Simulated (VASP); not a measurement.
# Ti (P6_3/mmc) in VASP: further runs

Ti is run at these levels: RPBE; tasks: single point.

Everything below comes from runs of VASP 6.6.1. Logs are shortened: lines on timing, memory, paths and dates and some standing lists are left out, and cuts for length are marked.

## (1) The cell of the first run

The structure is hexagonal, space group P6_3/mmc (No. 194). Conventional cell: a = 3.045 Å, b = 3.045 Å, c = 4.823 Å, α = 90.00°, β = 90.00°, γ = 120.00°. Within 3.9 Å of Ti (site symmetry -6m2) lie 12 Ti at 2.98 to 3.04 Å.

## (2) Single point, RPBE (volume scaled by 1.08)

INCAR

```
  PREC = Accurate
  ENCUT = 520
  EDIFF = 1E-6
  ISMEAR = -1
  SIGMA = 0.1
  LREAL = False
  LASPH = True
  NELM = 80
  ALGO = Normal
  ISIF = 2
  LWAVE = False
  LCHARG = False
  GGA = RP
  NBANDS = 19
```

KPOINTS

```
regular mesh
0
Gamma
  20 20 11
```

POSCAR

```
Ti
1.0
    3.0448028682      0.0000000000      0.0000000000
   -1.5224014341      2.6368766334      0.0000000000
    0.0000000000      0.0000000000      4.8227476414
Ti
2
Direct
    0.3333333333      0.6666666667      0.2500000000
    0.6666666667      0.3333333333      0.7500000000
```

Potentials or basis: VASP PAW PBE potentials, release 64 (Ti_sv).

Started as:

```bash
$ cat potpaw_PBE.64/Ti_sv/POTCAR > POTCAR
$ mpirun -np 1 vasp_std > vasp.out
```

OUTCAR:

```text
PREC = Accurate
   ENCUT = 520
   EDIFF = 1E-6
   ISMEAR = -1
   LREAL = False
   LASPH = True
   NELM = 80
   ISIF = 2
   GGA = RP

 ion  position               nearest neighbor table
   1  0.333  0.667  0.250-
   2  0.667  0.333  0.750-

  LATTYP: Found a hexagonal cell.
 ALAT       =     3.0448028682
 C/A-ratio  =     1.5839277123

  Lattice vectors:

 A1 = (   3.0448028682,   0.0000000000,   0.0000000000)
 A2 = (  -1.5224014341,   2.6368766334,   0.0000000000)
 A3 = (   0.0000000000,   0.0000000000,   4.8227476414)

Analysis of symmetry for initial positions (statically):
=====================================================================
 Subroutine PRICEL returns:
 Original cell was already a primitive cell.

 Routine SETGRP: Setting up the symmetry group for a
 hexagonal supercell.

 Subroutine GETGRP returns: Found 24 space group operations
 (whereof 12 operations were pure point group operations)
 out of a pool of 24 trial point group operations.

The static configuration has the point symmetry D_3d.
 The point group associated with its full space group is D_6h.

Analysis of symmetry for dynamics (positions and initial velocities):
=====================================================================
 Subroutine PRICEL returns:
 Original cell was already a primitive cell.

 Routine SETGRP: Setting up the symmetry group for a
 hexagonal supercell.

 Subroutine GETGRP returns: Found 24 space group operations
 (whereof 12 operations were pure point group operations)
 out of a pool of 24 trial point group operations.

The dynamic configuration has the point symmetry D_3d.
 The point group associated with its full space group is D_6h.

 Subroutine INISYM returns: Found 24 space group operations
 (whereof 12 operations are pure point group operations),
 and found     1 'primitive' translations

----------------------------------------------------------------------------------------

                                     Primitive cell

  volume of cell :      38.7207

  direct lattice vectors                    reciprocal lattice vectors
     3.044802868  0.000000000  0.000000000     0.328428487  0.189618276  0.000000000
    -1.522401434  2.636876633  0.000000000     0.000000000  0.379236551  0.000000000
     0.000000000  0.000000000  4.822747641     0.000000000  0.000000000  0.207350679

  length of vectors
[... 77 lines left out ...]
   LNONCOLLINEAR =      F non collinear calculations
   LSORBIT =      F    spin-orbit coupling
   LASPH  =      T    aspherical Exc in radial PAW
   ENCUT  =  520.0 eV  38.22 Ry    6.18 a.u.   5.66  5.66  8.97*2*pi/ulx,y,z
   NELM   =     80;   NELMIN=  2; NELMDL= -5     # of ELM steps
   EDIFF  = 0.1E-05   stopping-criterion for ELM
   LREAL  =      F    real-space projection
   EDIFFG = 0.1E-04   stopping-criterion for IOM
   NSW    =      0    number of steps for IOM
   IBRION =     -1    ionic relax: 0-MD 1-quasi-New 2-CG
   NFREE  =      0    steps in history (QN), initial steepest desc. (CG)
   ISIF   =      2    stress and relaxation
   ISYM   =      2    0-nonsym 1-usesym 2-fastsym
   POTIM  = 0.5000    time-step for ionic-motion
   TEBEG  =    0.0;   TEEND  =   0.0 temperature during run
   PSTRESS=    0.0 pullay stress
   NELECT =      24.0000    total number of electrons
   NUPDOWN=      -1.0000    fix difference up-down
   EMIN   =  10.00;   EMAX   =-10.00  energy-range for DOS
   EFERMI =   0.00;   METHOD = LEGACY
   ISMEAR =    -1;   SIGMA  =   0.10  broadening in eV -4-tet -1-fermi 0-gaus
   EFERMI_NEDOS =   21; number of points for ismear=-14 and -15
   IALGO  =     38    algorithm
   IMIX   =      4    mixing-type and parameters
     AMIX     =   0.40;   BMIX     =  1.00
     AMIX_MAG =   1.60;   BMIX_MAG =  1.00
  volume/ion in A,a.u.               =      19.36       130.65
  Fermi-wavevector in a.u.,A,eV,Ry     =   1.395824  2.637725 26.508575  1.948325
  Thomas-Fermi vector in A             =   2.519238
   LORBIT       =      0    0 simple, 1 ext, 2 COOP (PROOUT), +10 PAW based schemes
   GGA     = RP    functional components
   LHFCALC =     F    Hartree Fock is set to
   AEXX    =    0.0000 exact exchange contribution
   IVDW    =     0    specifies the selected vdW correction
   LEPSILON=     F    determine dielectric tensor
   LRPA    =     F    only Hartree local field effects (RPA)
 non-spin polarized calculation
  energy-cutoff  :      520.00
  volume of cell :       38.72
 maximum number of plane-waves:      1085
 NGX is ok and might be reduce to    24
   NGX = 11   NGY = 11   NGZ = 17

 number of electron      23.9999997 magnetization

 Free energy of the ion-electron system (eV)
  ---------------------------------------------------
  ext. energy  EPLUGINS =         0.00000000
  ---------------------------------------------------
  free energy    TOTEN  =       -14.84575670 eV

  energy without entropy =      -14.75862821  energy(sigma->0) =      -14.80219246

 E-fermi :   7.3331     XC(G=0): -10.8858

 val. band max:        7.3314895696   @ k =   0.3500   0.3000   0.2727
 cond. band min:       7.3374729643   @ k =   0.1000   0.1000   0.0000
 fundamental gap:      0.0059833947
 Fermi energy:         7.3331229986

 k-point     1 :       0.0000    0.0000    0.0000
  band No.  band energies     occupation
      1     -49.8367      2.00000
      2     -49.7507      2.00000
      3     -26.2389      2.00000
      4     -25.7920      2.00000
      5     -25.7920      2.00000
      6     -25.7485      2.00000
[... 505 lines left out ...]
      6     -25.8584      2.00000
[... 11 lines left out ...]
     18       9.8937      0.00000
     19      10.3548      0.00000

 [... further k-points ...]

------------------------ aborting loop because EDIFF is reached ----------------------------------------

  FORCE on cell =-STRESS in cart. coord.  units (eV):
  Direction    XX          YY          ZZ          XY          YZ          ZX
  --------------------------------------------------------------------------------------
  -------------------------------------------------------------------------------------
  Total       -1.7149565     -1.7149565     -1.7340868      0.0000000     -0.0000000      0.0000000
  in kB      -70.9610715    -70.9610715    -71.7526411      0.0000000     -0.0000000      0.0000000
  external PRESSURE =     -71.2249280 kB  Pullay stress =       0.0000000 kB

 VOLUME and BASIS-vectors are now :
 -----------------------------------------------------------------------------
  energy-cutoff  :      520.00
  volume of cell :       38.72
      direct lattice vectors                 reciprocal lattice vectors
     3.044802868  0.000000000  0.000000000     0.328428487  0.189618276  0.000000000
    -1.522401434  2.636876633  0.000000000     0.000000000  0.379236551  0.000000000
     0.000000000  0.000000000  4.822747641     0.000000000  0.000000000  0.207350679

 POSITION                                       TOTAL-FORCE (eV/Angst)
 -----------------------------------------------------------------------------------
     -0.00000      1.75792      1.20569         0.000000      0.000000      0.000000
      1.52240      0.87896      3.61706        -0.000000      0.000000      0.000000
 -----------------------------------------------------------------------------------
    total drift:                               -0.000000      0.000000     -0.000000

  FREE ENERGIE OF THE ION-ELECTRON SYSTEM (eV)
  ---------------------------------------------------
  free  energy   TOTEN  =       -14.8457566999 eV

  energy  without entropy=      -14.7586282125  energy(sigma->0) =      -14.80219246
```

OSZICAR:

```text
N       E                     dE             d eps       ncg     rms          rms(c)
DAV:   1     0.266210245171E+03    0.26621E+03   -0.13105E+04 10064   0.154E+03
DAV:   2     0.135186510593E+02   -0.25269E+03   -0.24883E+03 10281   0.440E+02
DAV:   3    -0.156836255153E+02   -0.29202E+02   -0.28868E+02 18880   0.123E+02
DAV:   4    -0.170731050006E+02   -0.13895E+01   -0.13877E+01 11768   0.278E+01
DAV:   5    -0.171480219292E+02   -0.74917E-01   -0.74907E-01 15373   0.445E+00    0.107E+01
DAV:   6    -0.148361301551E+02    0.23119E+01   -0.92086E+00 11699   0.291E+01    0.251E+00
DAV:   7    -0.148318240134E+02    0.43061E-02   -0.62720E-01 14993   0.558E+00    0.196E+00
DAV:   8    -0.148526208700E+02   -0.20797E-01   -0.17411E-01 11448   0.470E+00    0.589E-01
DAV:   9    -0.148454726532E+02    0.71482E-02   -0.42982E-02 11822   0.194E+00    0.626E-02
DAV:  10    -0.148456759578E+02   -0.20330E-03   -0.19965E-03 14539   0.274E-01    0.652E-02
DAV:  11    -0.148457598798E+02   -0.83922E-04   -0.16794E-04 12746   0.951E-02    0.268E-02
DAV:  12    -0.148457551575E+02    0.47223E-05   -0.26678E-05 14140   0.364E-02    0.102E-02
DAV:  13    -0.148457564421E+02   -0.12845E-05   -0.16009E-06  9484   0.119E-02    0.613E-04
DAV:  14    -0.148457566999E+02   -0.25790E-06   -0.19727E-07  5592   0.297E-03
   1 F= -.14845757E+02 E0= -.14802192E+02  d E =-.871285E-01
```

stdout:

```text
POSCAR found type information on POSCAR Ti
 POSCAR found :  1 types and       2 ions
 scaLAPACK will be used
 -----------------------------------------------------------------------------
|                                                                             |
|                                                                             |
|     You enforced a specific xc type in the INCAR file but a different       |
|     I HOPE YOU KNOW WHAT YOU ARE DOING!                                     |
|                                                                             |
 -----------------------------------------------------------------------------

 LDA part: xc-table for (Slater+PW92), standard interpolation
 POSCAR, INCAR and KPOINTS ok, starting setup
 FFT: planning ... GRIDC
 FFT: planning ... GRID_SOFT
 FFT: planning ... GRID
 WAVECAR not read
 entering main loop
```

Run time: 66 s. Hardware: 1 thread of Intel Xeon 6975P-C (Granite Rapids), shared host; peak memory 0.27 GiB.

Results:

```
Free energy            : -14.8458 eV
Pressure               : -7.1 GPa
Band gap on the k mesh : zero (band 12 reaches 8.07 eV, above the bottom of band 13 at 7.04 eV)
```

Caveat: the PAW data sets were made with another functional, which shifts forces and pressure a little.

## (3) Single point, RPBE (volume scaled by 1.12)

INCAR

```
PREC = Accurate
ENCUT = 520
EDIFF = 1E-7
ISMEAR = -1
SIGMA = 0.1
LREAL = F
LASPH = T
NELM = 80
ALGO = Normal
ISIF = 2
LWAVE = F
LCHARG = T
GGA = RP
LELF = T
LVHAR = T
NBANDS = 19
```

KPOINTS is that of step 2.

POSCAR

```
Ti
1.0
    3.0819382704      0.0000000000      0.0000000000
   -1.5409691352      2.6690368351      0.0000000000
    0.0000000000      0.0000000000      4.8815674340
Ti
2
Direct
    0.3333333333      0.6666666667      0.2500000000
    0.6666666667      0.3333333333      0.7500000000
```

Potentials or basis: VASP PAW PBE potentials, release 64 (Ti_sv).

Started as:

```bash
$ cat potpaw_PBE.64/Ti_sv/POTCAR > POTCAR
$ mpirun -np 1 vasp_std > vasp.out
```

Wall time 78 s (1 thread of Intel Xeon 6975P-C (Granite Rapids), shared host); peak memory 0.27 GiB.

It converged, with:

| Item | Value |
| --- | --- |
| Free energy | -14.7705 eV |
| Pressure | -9.7 GPa |
| Band gap on the k mesh | zero (band 12 reaches 7.70 eV, above the bottom of band 13 at 6.69 eV) |

Stress tensor (GPa, compression positive):
```
-9.68  0.00  0.00
 0.00 -9.68  0.00
 0.00  0.00 -9.79
```

Levels at points of the mesh, in eV from the Fermi level:
```csv
k point,band 8,band 9,band 10,band 11,band 12,band 13,band 14,band 15,band 16,band 17
"(0.00, 0.00, 0.00)",-33.15,-5.84,-2.34,0.45,0.71,0.71,0.80,1.11,1.11,1.41
"(0.50, 0.00, 0.00)",-33.19,-2.15,-1.76,-1.48,-0.72,0.48,0.54,1.01,2.79,2.97
```

Caveat: the PAW data sets were made with another functional, which shifts forces and pressure a little.
